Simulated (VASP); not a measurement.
Here is a VASP 6.6.1 calculation.

File POSCAR:

```
O
1.0
    1.7454904223      0.0000000000      0.0000000000
    0.0000000000      1.7454904223      0.0000000000
    0.0000000000      0.0000000000      3.0012943742
O
1
Direct
    0.0000000000      0.0000000000      0.0000000000
```

The input INCAR.step1:

```
ALGO = Normal ; EDIFF = 1E-5
ENCUT = 660 ; GGA = PE
GGA_COMPAT = F ; ISMEAR = -1
LASPH = T ; LCHARG = F
LREAL = F ; LWAVE = T
NBANDS = 9 ; NELM = 120
PREC = Accurate ; SIGMA = 0.1
```

INCAR.step2

```
ALGO = Normal ; EDIFF = 1E-6
ENCUT = 660 ; GGA_COMPAT = F
ISIF = 2 ; ISMEAR = -1
ISTART = 1 ; LASPH = T
LCHARG = F ; LMIXTAU = T
LREAL = F ; LWAVE = F
METAGGA = R2SCAN ; NBANDS = 9
NELM = 120 ; PREC = Accurate
SIGMA = 0.1
```

Contents of KPOINTS:

```
k-points
0
Gamma
  13 13 8
```

Potentials or basis: VASP PAW PBE potentials, release 64 (O).

Command:

```console
$ cat potpaw_PBE.64/O/POTCAR > POTCAR
$ cp INCAR.step1 INCAR
$ mpirun -np 1 vasp_std > vasp.out
$ cp INCAR.step2 INCAR
$ mpirun -np 1 vasp_std > vasp.out
```

Predict the band gap on the k mesh.

zero (bands 3 and 4 overlap by 6.21 eV).

Predict the pressure.

6.7 GPa.

Stress tensor (GPa, compression positive):
```
9.64 0.00 0.00
0.00 9.64 0.00
0.00 0.00 0.70
```

Caveat: the stress differs along the axes, from 1 to 10 GPa; the PAW data sets were made with another functional, which shifts forces and pressure a little.
